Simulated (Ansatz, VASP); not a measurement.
CsTa2 in VASP and in Ansatz

```
CELL_PARAMETERS angstrom
2.63616 -4.56725 0.00000
2.63616 4.56725 0.00000
0.00000 0.00000 3.02666
ATOMIC_POSITIONS crystal
Cs 0.00000 0.00000 0.50000
Ta 0.33331 0.66669 0.50000
Ta 0.66669 0.33331 0.50000
```

Alike in both runs: functional PBE; k mesh 10 × 10 × 16; occupations gaussian, width 0.1 eV; no spin polarisation.

Ansatz relaxed the structure, and its values are those at the end. VASP's run is a single point on that final structure, the one shown.

|  | VASP | Ansatz |
| --- | --- | --- |
| version | VASP 6.6.1 | Ansatz 0.2.0 |
| potentials or method | VASP PAW PBE potentials, release 64 (Cs_sv, Ta_pv), cutoff 520 eV | scalar-relativistic, plane waves, PAW |
| valence electrons in the cell | 31 | 35 |

|  | VASP | Ansatz | Ansatz less VASP |
| --- | --- | --- | --- |
| gap on the k mesh at the Fermi level (eV) | none | none | - |
| pressure (GPa) | 0.9 | 0.0 | -0.91 |

A gap of «none» marks a metal or a gap that the smearing closes. With one functional, cell and mesh, what is left measures potentials, basis and numerics. VASP's potentials hold 31 valence electrons a cell and Ansatz's 35, so a difference there can come from the potentials and not from the codes.

Spin-orbit coupling is off throughout.
